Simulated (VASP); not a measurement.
# BN in VASP: further runs, part 2 of 2

VASP 6.6.1. The steps go on from the part before.

## Step 4: Single point, r2SCAN

This run uses another cell than the first one: it holds 8 atoms, not 4.

Contents of POSCAR:

```
BN
1.0
    1.2505529511     -2.1657540593      0.0054774974
   -3.7515147021     -2.1655783913     -0.0009595065
   -0.0087086137      0.0121652178     -6.8871375177
B N
4 4
Direct
    0.4971920319      0.8334159668      0.7491470656
   -0.0028957394      0.3333819046      0.7490952754
    1.0027627848      0.6665976596      0.2508326368
    0.5028883291      0.1665927230      0.2509420766
    0.5029049188      0.8332209029      0.2508623092
    0.0028415930      0.3332507739      0.2509491230
    0.9972044491      0.6667538209      0.7491421127
    0.4971016326      0.1667862484      0.7490294008
```

Contents of INCAR.step1:

```
ALGO = Normal ; EDIFF = 1E-4
ENCUT = 520 ; GGA = PE
ISMEAR = 0 ; LASPH = T
LCHARG = F ; LREAL = F
LWAVE = T ; NBANDS = 26
NELM = 80 ; PREC = Accurate
SIGMA = 0.1
```

Contents of INCAR.step2:

```
ALGO = Normal ; EDIFF = 1E-7
ENCUT = 520 ; ISIF = 2
ISMEAR = 0 ; ISTART = 1
LASPH = T ; LCHARG = T
LELF = T ; LMIXTAU = T
LREAL = F ; LVHAR = T
LWAVE = F ; METAGGA = R2SCAN
NBANDS = 26 ; NELM = 80
PREC = Accurate ; SIGMA = 0.1
```

Contents of KPOINTS:

```
k-points
0
Gamma
  8 4 4
```

Started as:

```
$ cat potpaw_PBE.64/B/POTCAR potpaw_PBE.64/N/POTCAR > POTCAR
$ cp INCAR.step1 INCAR
$ mpirun -np 1 vasp_std > vasp.out
$ cp INCAR.step2 INCAR
$ mpirun -np 1 vasp_std > vasp.out
```

Wall time 6.8 min (1 thread of Intel Xeon Platinum 8488C (Sapphire Rapids), shared host); peak memory 0.25 GiB.

The run converged. Its results:

```
Free energy            : -77.1910 eV
Pressure               : 0.4 GPa
Largest force          : 0.015 eV/Å
Band gap on the k mesh : 4.88 eV
```

Forces in eV/Å, atoms in the order of the input:
```
B    0.001 -0.001  0.003
B   -0.007 -0.007  0.001
B    0.009 -0.009 -0.004
B   -0.001  0.005  0.004
N   -0.013  0.007  0.005
N    0.003 -0.002  0.006
N   -0.002  0.003 -0.005
N    0.009  0.003 -0.008
```

Stress tensor (GPa, compression positive):
```
 0.68  0.01 -0.01
 0.01  0.75  0.01
-0.01  0.01 -0.29
```

Levels at points of the mesh, in eV from the valence-band top:
```
           k point  band 12  band 13  band 14  band 15  band 16  band 17  band 18  band 19  band 20  band 21
(0.00, 0.00, 0.00)    -1.38    -1.38    -1.36    -1.35    -0.55     4.90     5.35     6.16    10.18    10.55
(0.50, 0.00, 0.00)    -6.10    -1.70    -1.70    -0.61    -0.61     6.33     6.33     6.70     6.70    10.90
(0.00, 0.50, 0.00)    -3.08    -3.04    -3.04    -2.92    -2.92     7.28     7.28     9.40     9.40    10.23
(0.50, 0.50, 0.00)    -4.27    -1.38    -1.37    -0.56    -0.54     4.88     4.92     6.13     6.17    10.18
(0.00, 0.00, 0.50)    -1.37    -1.37    -1.37    -0.96    -0.94     5.32     5.34     7.62     7.67    10.61
(0.50, 0.00, 0.50)    -6.12    -1.18    -1.18    -1.15    -1.15     6.36     6.36     6.39     6.40    12.50
(0.00, 0.50, 0.50)    -3.80    -3.07    -3.06    -3.06    -3.06     8.56     8.56     8.60     8.61    11.05
(0.50, 0.50, 0.50)    -4.30    -0.96    -0.95    -0.95    -0.94     5.30     5.32     5.34     5.36    10.61
```

Caveat: the PAW data sets were made with another functional, which shifts forces and pressure a little. r2SCAN opens gaps a little over a GGA but as a rule still falls short of measured ones.

## Step 5: Relaxation of cell and atoms, r2SCAN

Contents of POSCAR:

```
BN
1.0
    2.5009322017      0.0000000000      0.0000000000
   -1.2504661009      2.1658708198      0.0000000000
    0.0000000000      0.0000000000      6.8740551044
B N
2 2
Direct
    0.3333333333      0.6666666667      0.2500000000
    0.6666666667      0.3333333333      0.7500000000
    0.3333333333      0.6666666667      0.7500000000
    0.6666666667      0.3333333333      0.2500000000
```

Contents of INCAR.step1:

```
SYSTEM = BN
  PREC = Accurate
  ENCUT = 600
  ISMEAR = 0
  SIGMA = 0.02
  LREAL = .FALSE.
  LASPH = .TRUE.
  NELM = 60
  GGA = PE
  ALGO = Normal
  EDIFF = 1E-4
  LWAVE = .TRUE.
  LCHARG = .FALSE.
```

Contents of INCAR.step2:

```
SYSTEM = BN
  PREC = Accurate
  ENCUT = 600
  EDIFF = 1E-7
  ISMEAR = 0
  SIGMA = 0.02
  LREAL = .FALSE.
  LASPH = .TRUE.
  NELM = 60
  ALGO = Normal
  ISIF = 3
  LWAVE = .FALSE.
  LCHARG = .FALSE.
  METAGGA = R2SCAN
  LMIXTAU = .TRUE.
  IBRION = 2
  NSW = 100
  EDIFFG = -0.01
  ISTART = 1
```

Contents of KPOINTS:

```
Automatic mesh
0
G
  12 12 4
  0 0 0
```

Potentials or basis: VASP PAW PBE potentials, release 64 (B, N).

Started as:

```
$ cat potpaw_PBE.64/B/POTCAR potpaw_PBE.64/N/POTCAR > POTCAR
$ cp INCAR.step1 INCAR
$ mpirun -np 1 vasp_std > vasp.out
$ cp INCAR.step2 INCAR
$ mpirun -np 1 vasp_std > vasp.out
```

OUTCAR:

```text
SYSTEM = BN
   PREC = Accurate
   ENCUT = 600
   EDIFF = 1E-7
   ISMEAR = 0
   LREAL = .FALSE.
   LASPH = .TRUE.
   NELM = 60
   ISIF = 3
   METAGGA = R2SCAN
   IBRION = 2
   NSW = 100
   EDIFFG = -0.01
   ISTART = 1

 ion  position               nearest neighbor table
   1  0.333  0.667  0.250-   4 1.44   4 1.44   4 1.44
   2  0.667  0.333  0.750-   3 1.44   3 1.44   3 1.44
   3  0.333  0.667  0.750-   2 1.44   2 1.44   2 1.44
   4  0.667  0.333  0.250-   1 1.44   1 1.44   1 1.44

  LATTYP: Found a hexagonal cell.
 ALAT       =     2.5009322017
 C/A-ratio  =     2.7485971430

  Lattice vectors:

 A1 = (   2.5009322017,   0.0000000000,   0.0000000000)
 A2 = (  -1.2504661009,   2.1658708198,   0.0000000000)
 A3 = (   0.0000000000,   0.0000000000,   6.8740551044)

Analysis of symmetry for initial positions (statically):
=====================================================================
 Subroutine PRICEL returns:
 Original cell was already a primitive cell.

 Routine SETGRP: Setting up the symmetry group for a
 hexagonal supercell.

 Subroutine GETGRP returns: Found 24 space group operations
 (whereof 12 operations were pure point group operations)
 out of a pool of 24 trial point group operations.

The static configuration has the point symmetry D_3d.
 The point group associated with its full space group is D_6h.

Analysis of symmetry for dynamics (positions and initial velocities):
=====================================================================
 Subroutine PRICEL returns:
 Original cell was already a primitive cell.

 Routine SETGRP: Setting up the symmetry group for a
 hexagonal supercell.

 Subroutine GETGRP returns: Found 24 space group operations
 (whereof 12 operations were pure point group operations)
 out of a pool of 24 trial point group operations.

The dynamic configuration has the point symmetry D_3d.
[... 137 lines left out ...]
 Gauss-broadening in eV      SIGMA  =   0.02
  energy-cutoff  :      600.00
  volume of cell :       37.23
 maximum number of plane-waves:      1272
 NGX is ok and might be reduce to    20

--------------------------------------- Ionic step        1  -------------------------------------------

 number of electron      15.9999998 magnetization

 Free energy of the ion-electron system (eV)
  ---------------------------------------------------
  ext. energy  EPLUGINS =         0.00000000
  ---------------------------------------------------
  free energy    TOTEN  =       -38.59985225 eV

  energy without entropy =      -38.59985225  energy(sigma->0) =      -38.59985225

------------------------ aborting loop because EDIFF is reached ----------------------------------------

  FORCE on cell =-STRESS in cart. coord.  units (eV):
  Direction    XX          YY          ZZ          XY          YZ          ZX
  --------------------------------------------------------------------------------------
  -------------------------------------------------------------------------------------
  Total        0.1591998      0.1591998     -0.0241179     -0.0000000      0.0000000      0.0000000
  in kB        6.8502381      6.8502381     -1.0377730     -0.0000000      0.0000000      0.0000000
  external PRESSURE =       4.2209011 kB  Pullay stress =       0.0000000 kB
[... 63 lines left out ...]
--------------------------------------- Ionic step        3  -------------------------------------------

 number of electron      15.9999998 magnetization

 Free energy of the ion-electron system (eV)
  ---------------------------------------------------
  ext. energy  EPLUGINS =         0.00000000
  ---------------------------------------------------
  free energy    TOTEN  =       -38.59995199 eV

  energy without entropy =      -38.59995199  energy(sigma->0) =      -38.59995199

 E-fermi :   1.8996     XC(G=0): -10.5089

 val. band max:        1.7460968035   @ k =   0.3333   0.3333   0.5000
 cond. band min:       6.6687525903   @ k =   0.5000   0.0000   0.0000
 fundamental gap:      4.9226557869
 Fermi energy:         1.8996277477

 k-point     1 :       0.0000    0.0000    0.0000
  band No.  band energies     occupation
      1     -17.0273      2.00000
      2     -16.8054      2.00000
      3      -4.4949      2.00000
      4      -2.6463      2.00000
      5       0.3943      2.00000
      6       0.3943      2.00000
      7       0.4217      2.00000
      8       0.4217      2.00000
      9       7.1441      0.00000
     10      12.3502      0.00000
     11      14.0727      0.00000
     12      14.0727      0.00000
[... 331 lines left out ...]
 k-point    24 :       0.3333    0.0000    0.2500
  band No.  band energies     occupation
      1     -14.9539      2.00000
      2     -14.8422      2.00000
      3      -5.4287      2.00000
      4      -5.3866      2.00000
      5      -1.9541      2.00000
      6      -1.9214      2.00000
      7      -1.3972      2.00000
      8      -0.3495      2.00000
      9       9.3021      0.00000
     10       9.7876      0.00000
     11      11.1868      0.00000
     12      12.7066      0.00000

 [... further k-points ...]
[... 5 lines left out ...]
  --------------------------------------------------------------------------------------
  -------------------------------------------------------------------------------------
  Total        0.0019606      0.0019606     -0.0240816     -0.0000000     -0.0000000      0.0000000
  in kB        0.0842660      0.0842660     -1.0350040     -0.0000000     -0.0000000      0.0000000
  external PRESSURE =      -0.2888240 kB  Pullay stress =       0.0000000 kB
[... 19 lines left out ...]
  FREE ENERGIE OF THE ION-ELECTRON SYSTEM (eV)
  ---------------------------------------------------
  free  energy   TOTEN  =       -38.5999519947 eV

  energy  without entropy=      -38.5999519947  energy(sigma->0) =      -38.59995199

 reached required accuracy - stopping structural energy minimisation
```

OUTCAR.step1:

```text
SYSTEM = BN
   PREC = Accurate
   ENCUT = 600
   ISMEAR = 0
   LREAL = .FALSE.
   LASPH = .TRUE.
   NELM = 60
[... 591 lines left out ...]
      1.25047      0.72196      5.15554        -0.000000      0.000000      0.000000
     -0.00000      1.44391      5.15554        -0.000000      0.000000      0.000000
      1.25047      0.72196      1.71851         0.000000     -0.000000      0.000000
 -----------------------------------------------------------------------------------
    total drift:                               -0.000000      0.000000      0.000000

  FREE ENERGIE OF THE ION-ELECTRON SYSTEM (eV)
  ---------------------------------------------------
  free  energy   TOTEN  =       -35.1760311005 eV

  energy  without entropy=      -35.1760311005  energy(sigma->0) =      -35.17603110
```

OSZICAR.step1:

```text
N       E                     dE             d eps       ncg     rms          rms(c)
DAV:   1     0.742412176336E+02    0.74241E+02   -0.89265E+03  1384   0.137E+03
DAV:   2    -0.337725427040E+02   -0.10801E+03   -0.98750E+02  2080   0.291E+02
DAV:   3    -0.387563184404E+02   -0.49838E+01   -0.49470E+01  1764   0.649E+01
DAV:   4    -0.388080047399E+02   -0.51686E-01   -0.51633E-01  1708   0.708E+00
DAV:   5    -0.388087822886E+02   -0.77755E-03   -0.77745E-03  1720   0.867E-01    0.113E+01
DAV:   6    -0.355550588504E+02    0.32537E+01   -0.81518E+00  1620   0.247E+01    0.506E+00
DAV:   7    -0.352605406887E+02    0.29452E+00   -0.50937E-01  1704   0.661E+00    0.314E+00
DAV:   8    -0.351786530946E+02    0.81888E-01   -0.31321E-01  1640   0.435E+00    0.437E-01
DAV:   9    -0.351748399269E+02    0.38132E-02   -0.14131E-02  1648   0.112E+00    0.188E-01
DAV:  10    -0.351759120322E+02   -0.10721E-02   -0.13594E-03  1604   0.325E-01    0.405E-02
DAV:  11    -0.351760339346E+02   -0.12190E-03   -0.20906E-04  1592   0.140E-01    0.264E-02
DAV:  12    -0.351760311005E+02    0.28342E-05   -0.37775E-05   920   0.684E-02
   1 F= -.35176031E+02 E0= -.35176031E+02  d E =-.213577E-25
```

It took 4.7 min on 1 thread of Intel Xeon Platinum 8488C (Sapphire Rapids), shared host; peak memory 0.17 GiB.

What came out:

```
Free energy                            : -38.6000 eV
Relaxed volume                         : 9.32 Å³/atom
Relaxed cell                           : a = 2.503 Å, b = 2.503 Å, c = 6.873 Å, α = 90.00°, β = 90.00°, γ = 120.00°
Space group after relaxing (to 0.05 Å) : P6_3/mmc (No. 194)
Energy gained by relaxing              : 0.0 meV/atom
Ionic steps                            : 3
Pressure after relaxing                : 0.0 GPa
Band gap on the k mesh                 : 4.92 eV, indirect (least direct gap 5.37 eV)
```

Stress tensor (GPa, compression positive):
```
 0.01  0.00  0.00
 0.00  0.01  0.00
 0.00  0.00 -0.10
```

Final structure:
```
B N
1.0
     2.50251    0.00000    0.00000
    -1.25125    2.16724    0.00000
     0.00000    0.00000    6.87340
B N
2 2
Cartesian
  0.0000 1.4448 1.7183
  1.2513 0.7224 5.1550
  0.0000 1.4448 5.1550
  1.2513 0.7224 1.7183
```

Caveat: the PAW data sets were made with another functional, which shifts forces and pressure a little. A k mesh can miss the band edges.

## Step 6: The runs side by side

```tsv
task	cell	k mesh	cutoff (eV)	smearing	gap on the mesh (eV)	pressure (GPa)
single point	a = 2.501, b = 2.501, c = 6.874 Å, angles 90.0, 90.0, 120.0°, 4 atoms	12 × 12 × 4	520	gaussian 0.02 eV	4.93	0.4
single point	a = 2.501, b = 4.332, c = 6.874 Å, 8 atoms	8 × 4 × 4	520	gaussian 0.1 eV	4.89	0.4
single point	a = 2.501, b = 4.332, c = 6.887 Å, angles 90.0, 90.2, 90.0°, 8 atoms	8 × 4 × 4	520	gaussian 0.1 eV	4.88	0.4
relaxation of cell and atoms	relaxed from a = 2.501, b = 2.501, c = 6.874 Å, angles 90.0, 90.0, 120.0°, 4 atoms	12 × 12 × 4	600	gaussian 0.02 eV	4.92	0.0
```

Alike in all rows: level r2SCAN; potentials or basis VASP PAW PBE potentials, release 64 (B, N); no spin polarisation.

Caveats: the PAW data sets were made with another functional, which shifts forces and pressure a little.

Total energies depend on the potentials used, so only differences within one code and one set of settings carry meaning.
